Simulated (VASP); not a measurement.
# Sb (Im-3m) in VASP: notebook, part 2 of 2

VASP 6.6.1. The steps go on from the part before.

**4. Relaxation of cell and atoms, PBEsol**

This run uses another cell than the first one, of 27.18 Å³/atom, 0.934 times its volume.

Contents of INCAR:

```
PREC = Accurate ; ENCUT = 600
EDIFF = 1E-6 ; ISMEAR = -1
SIGMA = 0.1 ; LREAL = F
LASPH = T ; NELM = 60
ALGO = Normal ; ISIF = 3
LWAVE = F ; LCHARG = F
GGA = PS ; IBRION = 2
NSW = 80 ; EDIFFG = -0.01
```

Contents of KPOINTS:

```
Automatic mesh
0
Gamma
  12 12 12
```

Contents of POSCAR:

```
Sb
1.0
   -1.8941349331      1.8941349331      1.8941349331
    1.8941349331     -1.8941349331      1.8941349331
    1.8941349331      1.8941349331     -1.8941349331
Sb
1
Direct
    0.0000000000      0.0000000000      0.0000000000
```

Potentials or basis: VASP PAW PBE potentials, release 64 (Sb).

On the command line:

```sh
cat potpaw_PBE.64/Sb/POTCAR > POTCAR
mpirun -np 1 vasp_std > vasp.out
```

OUTCAR:

```text
PREC = Accurate
   ENCUT = 600
   EDIFF = 1E-6
   ISMEAR = -1
   LREAL = F
   LASPH = T
   NELM = 60
   ISIF = 3
   GGA = PS
   IBRION = 2
   NSW = 80
   EDIFFG = -0.01

 ion  position               nearest neighbor table
   1  0.000  0.000  0.000-

  LATTYP: Found a body centered cubic cell.
 ALAT       =     3.7882698662

  Lattice vectors:

 A1 = (  -1.8941349331,   1.8941349331,   1.8941349331)
 A2 = (   1.8941349331,  -1.8941349331,   1.8941349331)
 A3 = (   1.8941349331,   1.8941349331,  -1.8941349331)

Analysis of symmetry for initial positions (statically):
=====================================================================
 Subroutine PRICEL returns:
 Original cell was already a primitive cell.

 Routine SETGRP: Setting up the symmetry group for a
 body centered cubic supercell.

 Subroutine GETGRP returns: Found 48 space group operations
 (whereof 48 operations were pure point group operations)
 out of a pool of 48 trial point group operations.

The static configuration has the point symmetry O_h .

Analysis of symmetry for dynamics (positions and initial velocities):
=====================================================================
 Subroutine PRICEL returns:
[... 163 lines left out ...]
  -------------------------------------------------------------------------------------
  Total       -0.4849431     -0.4849431     -0.4849431     -0.0000000      0.0000000      0.0000000
  in kB      -28.5830536    -28.5830536    -28.5830536     -0.0000000      0.0000000      0.0000000
  external PRESSURE =     -28.5830536 kB  Pullay stress =       0.0000000 kB
[... 57 lines left out ...]
--------------------------------------- Ionic step        3  -------------------------------------------

 number of electron       5.0000000 magnetization

 Free energy of the ion-electron system (eV)
  ---------------------------------------------------
  ext. energy  EPLUGINS =         0.00000000
  ---------------------------------------------------
  free energy    TOTEN  =        -4.40641617 eV

  energy without entropy =       -4.38877070  energy(sigma->0) =       -4.39759343

 E-fermi :   8.7897     XC(G=0): -10.4852

 val. band max:        8.7808950184   @ k =  -0.2500   0.2500   0.1667
 cond. band min:       8.8300658116   @ k =  -0.2500   0.2500   0.2500
 fundamental gap:      0.0491707933
 Fermi energy:         8.7897316167

 k-point     1 :       0.0000    0.0000    0.0000
  band No.  band energies     occupation
      1      -4.3662      2.00000
      2      14.5399      0.00000
      3      14.5399      0.00000
      4      14.5399      0.00000
      5      19.5106      0.00000
      6      19.5106      0.00000
[... 199 lines left out ...]
 k-point    24 :       0.4167    0.0833    0.0833
  band No.  band energies     occupation
      1       0.0998      2.00000
      2       3.2796      2.00000
      3       8.9128      0.45211
      4      10.6277      0.00000
      5      17.5070      0.00000
      6      18.0686      0.00000

 [... further k-points ...]
[... 5 lines left out ...]
  --------------------------------------------------------------------------------------
  -------------------------------------------------------------------------------------
  Total       -0.0003636     -0.0003636     -0.0003636      0.0000000     -0.0000000      0.0000000
  in kB       -0.0224202     -0.0224202     -0.0224202      0.0000000     -0.0000000      0.0000000
  external PRESSURE =      -0.0224202 kB  Pullay stress =       0.0000000 kB
[... 16 lines left out ...]
  FREE ENERGIE OF THE ION-ELECTRON SYSTEM (eV)
  ---------------------------------------------------
  free  energy   TOTEN  =        -4.4064161660 eV

  energy  without entropy=       -4.3887707003  energy(sigma->0) =       -4.39759343

 reached required accuracy - stopping structural energy minimisation
```

OSZICAR:

```text
N       E                     dE             d eps       ncg     rms          rms(c)
DAV:   1     0.795062137118E+01    0.79506E+01   -0.17632E+03   864   0.620E+02
DAV:   2    -0.419451202839E+01   -0.12145E+02   -0.11411E+02  1200   0.788E+01
DAV:   3    -0.440069354014E+01   -0.20618E+00   -0.19816E+00  1056   0.103E+01
[... 17 lines left out ...]
DAV:   2    -0.440779796559E+01    0.25796E-02   -0.20708E-03   888   0.387E-01    0.166E-01
DAV:   3    -0.440642057955E+01    0.13774E-02   -0.26113E-03   888   0.298E-01    0.507E-02
DAV:   4    -0.440641877459E+01    0.18050E-05   -0.15734E-05   996   0.415E-02    0.384E-02
DAV:   5    -0.440641637383E+01    0.24008E-05   -0.13128E-06   924   0.107E-02    0.648E-03
DAV:   6    -0.440641616602E+01    0.20782E-06   -0.40713E-08   438   0.194E-03
   3 F= -.44064162E+01 E0= -.43975934E+01  d E =-.111383E-01
```

CONTCAR:

```text
Sb
   1.00000000000000
    -1.8659079828547374    1.8659079828547374    1.8659079828547374
     1.8659079828547374   -1.8659079828547374    1.8659079828547374
     1.8659079828547374    1.8659079828547374   -1.8659079828547374
  Sb
     1
Direct
     0.0000000000000000    0.0000000000000000    0.0000000000000000

  0.00000000E+00  0.00000000E+00  0.00000000E+00
```

It took 22 s on 1 thread of Intel Xeon 6975P-C, shared host; peak memory 0.17 GiB.

What came out:

- Free energy: -4.4064 eV
- Relaxed volume: 25.99 Å³/atom
- Relaxed cell: a = 3.232 Å, b = 3.232 Å, c = 3.232 Å, α = 109.47°, β = 109.47°, γ = 109.47°
- Space group after relaxing (to 0.05 Å): Im-3m (No. 229)
- Energy gained by relaxing: 11.1 meV/atom
- Ionic steps: 3
- Pressure after relaxing: 0.0 GPa

The path:
| step | energy change (eV) | largest force (eV/Å) | pressure (GPa) | volume (Å³) |
| --- | --- | --- | --- | --- |
| 1 | 0.0000 | 0.0000 | -2.86 | 27.18 |
| 2 | -0.0072 | 0.0000 | 1.93 | 25.32 |
| 3 | -0.0111 | 0.0000 | 0.00 | 25.99 |

Final structure:
```
Sb
1.0
    -1.86591    1.86591    1.86591
     1.86591   -1.86591    1.86591
     1.86591    1.86591   -1.86591
Sb
1
Direct
  0.00000 0.00000 0.00000
```

Caveat: the PAW data sets were made with another functional, which shifts forces and pressure a little; spin-orbit coupling is left out, which moves the levels of the heavy elements.

**5. Summary**

```tsv
task	cell	k mesh	cutoff (eV)	gap on the mesh (eV)	pressure (GPa)
single point	a = 3.356 Å, angles 109.5°, 1 atom	13 × 13 × 13	520	none	-6.1
single point	a = 3.232 Å, angles 109.5°, 1 atom	19 × 19 × 19	520	none	0.0
relaxation of cell and atoms	relaxed from a = 3.281 Å, angles 109.5°, 1 atom	12 × 12 × 12	600	none	0.0
```

Alike in all rows: level PBEsol; potentials or basis VASP PAW PBE potentials, release 64 (Sb); no spin polarisation; smearing fermi-dirac 0.1 eV.

Caveats: the PAW data sets were made with another functional, which shifts forces and pressure a little; spin-orbit coupling is left out, which moves the levels of the heavy elements.

Total energies depend on the potentials used, so only differences within one code and one set of settings carry meaning.
